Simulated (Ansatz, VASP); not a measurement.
# One calculation of Au, two programs

File INCAR:

```
SYSTEM = Au
ALGO     = Normal         ! electronic algorithm
EDIFF    = 1E-7           ! SCF threshold, eV
ENCUT    = 520            ! plane-wave cutoff, eV
GGA      = PE             ! functional
ISIF     = 2              ! what is computed and relaxed
ISMEAR   = 0              ! smearing method
LASPH    = .True.         ! aspherical terms in the spheres
LCHARG   = .False.        ! write CHGCAR
LREAL    = .False.        ! projectors in reciprocal space
LWAVE    = .False.        ! write WAVECAR
NBANDS   = 12             ! bands
NELM     = 60             ! most SCF steps
PREC     = Accurate       ! precision mode
SIGMA    = 0.15           ! smearing width, eV
```

Contents of KPOINTS:

```
k-points
0
Gamma
  24 24 24
  0 0 0
```

Contents of POSCAR:

```
Au
1.0
    0.0000000000      2.0166676752      2.0166676752
    2.0166676752      0.0000000000      2.0166676752
    2.0166676752      2.0166676752      0.0000000000
Au
1
Direct
    0.0000000000      0.0000000000      0.0000000000
```

Input for Ansatz:

```yaml
crystal:
  lattice:
    - [0.0, 2.0166676752, 2.0166676752]
    - [2.0166676752, 0.0, 2.0166676752]
    - [2.0166676752, 2.0166676752, 0.0]
  atoms:
    - { symbol: Au, position: [0.0, 0.0, 0.0] }
basis:
  ecutwfc: 420
kpoints:
  mp_grid: { grid: [24, 24, 24] }
hamiltonian:
  xc: pbe
scf:
  occupations: { method: gaussian, width: 0.15 }
output:
  forces: true
  stress: true
  eigenvalues: true
```

Change from the starting cell: strain -0.030 along x and y, -0.030 along z, atoms carried along.

Alike in both runs: task single point; functional PBE; k mesh 24 × 24 × 24; occupations gaussian, width 0.15 eV; no spin polarisation.

|  | VASP | Ansatz |
| --- | --- | --- |
| version | VASP 6.6.1 | Ansatz 0.2.0 |
| potentials or method | VASP PAW PBE potentials, release 64 (Au), cutoff 520 eV | scalar-relativistic, plane waves, PAW |
| valence electrons in the cell | 11 | 19 |

```csv
,VASP,Ansatz,Ansatz less VASP
gap on the k mesh at the Fermi level (eV),none,none,-
pressure (GPa),16.3,16.7,+0.36
```

A gap of «none» marks a metal or a gap that the smearing closes. The functional is the same, so the differences come from potentials, cutoffs and numerics. VASP's potentials hold 11 valence electrons a cell and Ansatz's 19, so a difference there can come from the potentials and not from the codes.

Neither program's run includes spin-orbit coupling.
